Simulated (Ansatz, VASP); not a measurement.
# Si2Ni in VASP and in Ansatz

```xyz
3
Lattice="0.0000 2.7030 2.7030 2.7030 0.0000 2.7030 2.7030 2.7030 0.0000" Properties=species:S:1:pos:R:3 pbc="T T T"
Ni    0.0000    0.0000    0.0000
Si    4.0545    4.0545    4.0545
Si    1.3515    1.3515    1.3515
```

Alike in both runs: task single point; functional PBE; k mesh 9 × 9 × 9; occupations gaussian, width 0.025 eV; collinear spin.

|  | VASP | Ansatz |
| --- | --- | --- |
| version | VASP 6.6.1 | Ansatz 0.2.0 |
| potentials or method | VASP PAW PBE potentials, release 64 (Ni, Si) | Ansatz PAW |
| plane-wave cutoff (eV) | 520 | 420 |
| valence electrons in the cell | 18 | 26 |

Ansatz gave:

| Quantity | Value |
| --- | --- |
| gap on the k mesh at the Fermi level (eV) | none |
| pressure (GPa) | 4.0 |
| net moment per atom (μB) | 0.00 |

Task: Which values does VASP return?

Result: gap on the k mesh at the Fermi level (eV): none; pressure (GPa): 3.9; net moment per atom (μB): 0.00.

A gap of «none» marks a metal or a gap that the smearing closes. With one functional, cell and mesh, what is left measures potentials, basis and numerics. VASP's potentials hold 18 valence electrons a cell and Ansatz's 26, so a difference there can come from the potentials and not from the codes.
